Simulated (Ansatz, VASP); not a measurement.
**Ti in VASP and in Ansatz**

INCAR

```
PREC = Accurate
ENCUT = 520
EDIFF = 1E-7
ISMEAR = 0
SIGMA = 0.15
LREAL = False
LASPH = True
NELM = 60
ALGO = Fast
ISIF = 2
LWAVE = False
LCHARG = False
GGA = PE
NBANDS = 19
```

KPOINTS

```
regular mesh
0
Gamma
  18 18 10
```

Contents of POSCAR:

```
Ti
1.0
    2.9499978604      0.0000000000      0.0000000000
   -1.4749989302      2.5547730882      0.0000000000
    0.0000000000      0.0000000000      4.6157100000
Ti
2
Direct
    0.3333333333      0.6666666667      0.2500000000
    0.6666666667      0.3333333333      0.7500000000
```

Input for Ansatz:

```yaml
crystal:
  lattice:
    - [2.9499978604, 0.0, 0.0]
    - [-1.4749989302, 2.5547730882, 0.0]
    - [0.0, 0.0, 4.61571]
  atoms:
    - { symbol: Ti, position: [0.3333333333, 0.6666666667, 0.25] }
    - { symbol: Ti, position: [0.6666666667, 0.3333333333, 0.75] }
basis:
  ecutwfc: 420
kpoints:
  mp_grid: { grid: [18, 18, 10] }
hamiltonian:
  xc: pbe
scf:
  occupations: { method: gaussian, width: 0.15 }
output:
  forces: true
  stress: true
  eigenvalues: true
```

Change from the starting cell: strain +0.000 along x and y, -0.015 along z, atoms carried along.

Alike in both runs: task single point; functional PBE; k mesh 18 × 18 × 10; occupations gaussian, width 0.15 eV; no spin polarisation.

|  | VASP | Ansatz |
| --- | --- | --- |
| version | VASP 6.6.1 | Ansatz 0.2.0 |
| potentials or method | VASP PAW PBE potentials, release 64 (Ti_sv), cutoff 520 eV | scalar-relativistic, plane waves, PAW |
| valence electrons in the cell | 24 | 24 |

```tsv
	VASP	Ansatz	Ansatz less VASP
gap on the k mesh at the Fermi level (eV)	none	none	-
pressure (GPa)	-0.7	0.0	+0.71
traceless stress, the component that is largest in VASP (GPa)	0.84	0.85	+0.007
```

A gap of «none» marks a metal or a gap that the smearing closes.
